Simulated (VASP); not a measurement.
# AlGa3As4 (P-4m2) in VASP: notebook

The runs below take AlGa3As4 through single point, relaxation of cell and atoms, with PBE.

Everything below comes from runs of VASP 6.6.1. Logs are shortened: lines on timing, memory, paths and dates and some standing lists are left out, and cuts for length are marked.

### 1 The cell of the first run

The structure is tetragonal, space group P-4m2 (No. 115). The conventional cell has a = 3.892 Å, b = 3.892 Å, c = 11.008 Å, α = 90.00°, β = 90.00°, γ = 90.00°. Within 3.1 Å of Al (site symmetry -4m2) lie 4 As at 2.38 Å. Within 3.1 Å of Ga (site symmetry -4m2) lie 4 As at 2.38 Å. Ga (site symmetry 2mm) has 4 As at 2.38 Å within 3.1 Å. Within 3.1 Å of As (site symmetry 2mm) lie 2 Ga at 2.38 Å and 2 Al at 2.38 Å. Within 3.1 Å of As (site symmetry 2mm) lie 4 Ga at 2.38 Å.

### 2 Single point, PBE

File INCAR:

```
SYSTEM = AlGa3As4
  PREC = Accurate
  ENCUT = 520
  EDIFF = 1E-6
  ISMEAR = 0
  SIGMA = 0.1
  LREAL = .False.
  LASPH = .True.
  NELM = 60
  ALGO = Normal
  ISIF = 2
  LWAVE = .False.
  LCHARG = .False.
  GGA = PE
  NBANDS = 41
```

File KPOINTS:

```
regular mesh
0
Gamma
  4 4 2
  0 0 0
```

File POSCAR:

```
AlGa3As4
1.0
    3.8919921500      0.0000000000      0.0000000000
    0.0000000000      3.8919921500      0.0000000000
    0.0000000000      0.0000000000     11.0082161600
Al Ga As
1 3 4
Direct
    0.0000000000      0.0000000000      0.5000000000
    0.0000000000      0.0000000000      0.0000000000
    0.5000000000      0.5000000000      0.2500000000
    0.5000000000      0.5000000000      0.7500000000
    0.5000000000      0.0000000000      0.3750000000
    0.0000000000      0.5000000000      0.6250000000
    0.5000000000      0.0000000000      0.8750000000
    0.0000000000      0.5000000000      0.1250000000
```

Potentials or basis: VASP PAW PBE potentials, release 64 (Al, Ga_d, As).

On the command line:

```bash
$ cat potpaw_PBE.64/Al/POTCAR potpaw_PBE.64/Ga_d/POTCAR potpaw_PBE.64/As/POTCAR > POTCAR
$ mpirun -np 1 vasp_std > vasp.out
```

OUTCAR:

```text
SYSTEM = AlGa3As4
   PREC = Accurate
   ENCUT = 520
   EDIFF = 1E-6
   ISMEAR = 0
   LREAL = .False.
   LASPH = .True.
   NELM = 60
   ISIF = 2
   GGA = PE

 ion  position               nearest neighbor table
   1  0.000  0.000  0.500-   5 2.38   6 2.38   6 2.38   5 2.38
   2  0.000  0.000  0.000-   7 2.38   8 2.38   8 2.38   7 2.38
   3  0.500  0.500  0.250-   5 2.38   8 2.38   5 2.38   8 2.38
   4  0.500  0.500  0.750-   6 2.38   7 2.38   7 2.38   6 2.38
   5  0.500  0.000  0.375-   1 2.38   3 2.38   3 2.38   1 2.38
   6  0.000  0.500  0.625-   1 2.38   4 2.38   1 2.38   4 2.38
   7  0.500  0.000  0.875-   2 2.38   4 2.38   4 2.38   2 2.38
   8  0.000  0.500  0.125-   2 2.38   3 2.38   2 2.38   3 2.38

  LATTYP: Found a simple tetragonal cell.
 ALAT       =     3.8919921500
 C/A-ratio  =     2.8284271231

  Lattice vectors:

 A1 = (   3.8919921500,   0.0000000000,   0.0000000000)
 A2 = (   0.0000000000,   3.8919921500,   0.0000000000)
 A3 = (   0.0000000000,   0.0000000000,  11.0082161600)

Analysis of symmetry for initial positions (statically):
=====================================================================
 Subroutine PRICEL returns:
 Original cell was already a primitive cell.

 Routine SETGRP: Setting up the symmetry group for a
 simple tetragonal supercell.

 Subroutine GETGRP returns: Found  8 space group operations
 (whereof  8 operations were pure point group operations)
 out of a pool of 16 trial point group operations.

The static configuration has the point symmetry D_2d.

Analysis of symmetry for dynamics (positions and initial velocities):
=====================================================================
 Subroutine PRICEL returns:
 Original cell was already a primitive cell.

 Routine SETGRP: Setting up the symmetry group for a
 simple tetragonal supercell.

 Subroutine GETGRP returns: Found  8 space group operations
 (whereof  8 operations were pure point group operations)
 out of a pool of 16 trial point group operations.

The dynamic configuration has the point symmetry D_2d.

 Subroutine INISYM returns: Found  8 space group operations
 (whereof  8 operations are pure point group operations),
 and found     1 'primitive' translations

----------------------------------------------------------------------------------------

                                     Primitive cell

  volume of cell :     166.7481

[... 92 lines left out ...]
   NFREE  =      0    steps in history (QN), initial steepest desc. (CG)
   ISIF   =      2    stress and relaxation
   ISYM   =      2    0-nonsym 1-usesym 2-fastsym
   POTIM  = 0.5000    time-step for ionic-motion
   TEBEG  =    0.0;   TEEND  =   0.0 temperature during run
   PSTRESS=    0.0 pullay stress
   NELECT =      62.0000    total number of electrons
   NUPDOWN=      -1.0000    fix difference up-down
   EMIN   =  10.00;   EMAX   =-10.00  energy-range for DOS
   EFERMI =   0.00;   METHOD = LEGACY
   ISMEAR =     0;   SIGMA  =   0.10  broadening in eV -4-tet -1-fermi 0-gaus
   EFERMI_NEDOS =   21; number of points for ismear=-14 and -15
   IALGO  =     38    algorithm
   IMIX   =      4    mixing-type and parameters
     AMIX     =   0.40;   BMIX     =  1.00
     AMIX_MAG =   1.60;   BMIX_MAG =  1.00
  volume/ion in A,a.u.               =      20.84       140.66
  Fermi-wavevector in a.u.,A,eV,Ry     =   1.177204  2.224593 18.855084  1.385810
  Thomas-Fermi vector in A             =   2.313555
   LORBIT       =      0    0 simple, 1 ext, 2 COOP (PROOUT), +10 PAW based schemes
   GGA     = PE    functional components
   LHFCALC =     F    Hartree Fock is set to
   AEXX    =    0.0000 exact exchange contribution
   IVDW    =     0    specifies the selected vdW correction
   LEPSILON=     F    determine dielectric tensor
   LRPA    =     F    only Hartree local field effects (RPA)
 non-spin polarized calculation
 Gauss-broadening in eV      SIGMA  =   0.10
  energy-cutoff  :      520.00
  volume of cell :      166.75
 maximum number of plane-waves:      4524
 NGX is ok and might be reduce to    30
   NGX = 15   NGY = 15   NGZ = 41

 number of electron      61.9999961 magnetization

 Free energy of the ion-electron system (eV)
  ---------------------------------------------------
  ext. energy  EPLUGINS =         0.00000000
  ---------------------------------------------------
  free energy    TOTEN  =       -33.27690330 eV

  energy without entropy =      -33.27690330  energy(sigma->0) =      -33.27690330

 E-fermi :   5.2051     XC(G=0):  -9.8016

 val. band max:        4.7228305360   @ k =   0.0000   0.0000   0.0000
 cond. band min:       5.9851574376   @ k =   0.5000   0.5000   0.0000
 fundamental gap:      1.2623269016
 Fermi energy:         5.2051285925

 k-point     1 :       0.0000    0.0000    0.0000
  band No.  band energies     occupation
      1     -10.2772      2.00000
      2     -10.2469      2.00000
      3     -10.1725      2.00000
      4     -10.1491      2.00000
      5     -10.1491      2.00000
      6     -10.1370      2.00000
[... 517 lines left out ...]
     40      13.1277      0.00000
     41      13.1388      0.00000

------------------------ aborting loop because EDIFF is reached ----------------------------------------

  FORCE on cell =-STRESS in cart. coord.  units (eV):
  Direction    XX          YY          ZZ          XY          YZ          ZX
  --------------------------------------------------------------------------------------
  -------------------------------------------------------------------------------------
  Total       11.8144310     11.8144310     10.5310464      0.0000000      0.0000000      0.0000000
  in kB      113.5174251    113.5174251    101.1861911      0.0000000      0.0000000      0.0000000
  external PRESSURE =     109.4070138 kB  Pullay stress =       0.0000000 kB

 VOLUME and BASIS-vectors are now :
 -----------------------------------------------------------------------------
  energy-cutoff  :      520.00
  volume of cell :      166.75
      direct lattice vectors                 reciprocal lattice vectors
     3.891992150  0.000000000  0.000000000     0.256937826  0.000000000  0.000000000
     0.000000000  3.891992150  0.000000000     0.000000000  0.256937826  0.000000000
     0.000000000  0.000000000 11.008216160     0.000000000  0.000000000  0.090841239

 POSITION                                       TOTAL-FORCE (eV/Angst)
 -----------------------------------------------------------------------------------
      0.00000      0.00000      5.50411         0.000000     -0.000000      0.000000
      0.00000      0.00000      0.00000         0.000000     -0.000000      0.000000
      1.94600      1.94600      2.75205        -0.000000     -0.000000     -0.040725
      1.94600      1.94600      8.25616         0.000000      0.000000      0.040725
      1.94600      0.00000      4.12808         0.000000     -0.000000      0.115801
      0.00000      1.94600      6.88014         0.000000     -0.000000     -0.115801
      1.94600      0.00000      9.63219         0.000000     -0.000000      0.014911
      0.00000      1.94600      1.37603         0.000000     -0.000000     -0.014911
 -----------------------------------------------------------------------------------
    total drift:                                0.000000      0.000000      0.000000

  FREE ENERGIE OF THE ION-ELECTRON SYSTEM (eV)
  ---------------------------------------------------
  free  energy   TOTEN  =       -33.2769032952 eV

  energy  without entropy=      -33.2769032952  energy(sigma->0) =      -33.27690330
```

OSZICAR:

```text
N       E                     dE             d eps       ncg     rms          rms(c)
DAV:   1     0.515363528819E+03    0.51536E+03   -0.27614E+04  1064   0.202E+03
DAV:   2     0.455819410314E+02   -0.46978E+03   -0.44387E+03  1080   0.536E+02
DAV:   3    -0.297668397215E+02   -0.75349E+02   -0.72983E+02  1150   0.154E+02
DAV:   4    -0.340139257467E+02   -0.42471E+01   -0.42172E+01  1215   0.378E+01
DAV:   5    -0.341048018599E+02   -0.90876E-01   -0.90800E-01  1181   0.558E+00    0.660E+00
DAV:   6    -0.333860317608E+02    0.71877E+00   -0.10625E+00  1402   0.124E+01    0.380E+00
DAV:   7    -0.332738570113E+02    0.11217E+00   -0.86757E-01  1210   0.430E+00    0.112E+00
DAV:   8    -0.332752575291E+02   -0.14005E-02   -0.12593E-01  1207   0.391E+00    0.327E-01
DAV:   9    -0.332763709013E+02   -0.11134E-02   -0.14152E-02  1286   0.158E+00    0.938E-02
DAV:  10    -0.332766389425E+02   -0.26804E-03   -0.22001E-03  1359   0.512E-01    0.480E-02
DAV:  11    -0.332768751279E+02   -0.23619E-03   -0.34167E-04  1165   0.150E-01    0.149E-02
DAV:  12    -0.332768998626E+02   -0.24735E-04   -0.49146E-05  1235   0.693E-02    0.880E-03
DAV:  13    -0.332769025733E+02   -0.27107E-05   -0.93059E-06  1163   0.468E-02    0.272E-03
DAV:  14    -0.332769032952E+02   -0.72193E-06   -0.29368E-06  1025   0.258E-02
   1 F= -.33276903E+02 E0= -.33276903E+02  d E =-.282847E-12
```

Wall time 72 s (1 thread of Intel Xeon Platinum 8488C (Sapphire Rapids), shared host); peak memory 0.29 GiB.

Results:

```yaml
Free_energy: -33.2769 eV
Pressure: 10.9 GPa
Largest_force: 0.116 eV/Å
Band_gap_on_the_k_mesh: 1.26 eV (least direct gap 1.29 eV)
```

Forces on the atoms (eV/Å):
```
Al   0.000  0.000  0.000
Ga   0.000  0.000  0.000
Ga   0.000  0.000 -0.041
Ga   0.000  0.000  0.041
As   0.000  0.000  0.116
As   0.000  0.000 -0.116
As   0.000  0.000  0.015
As   0.000  0.000 -0.015
```

Stress tensor (GPa, compression positive):
```
11.35  0.00  0.00
 0.00 11.35  0.00
 0.00  0.00 10.12
```

Caveat: the cell stands under pressure. A k mesh can miss the band edges.

(Part 1 of 2 ends here.)
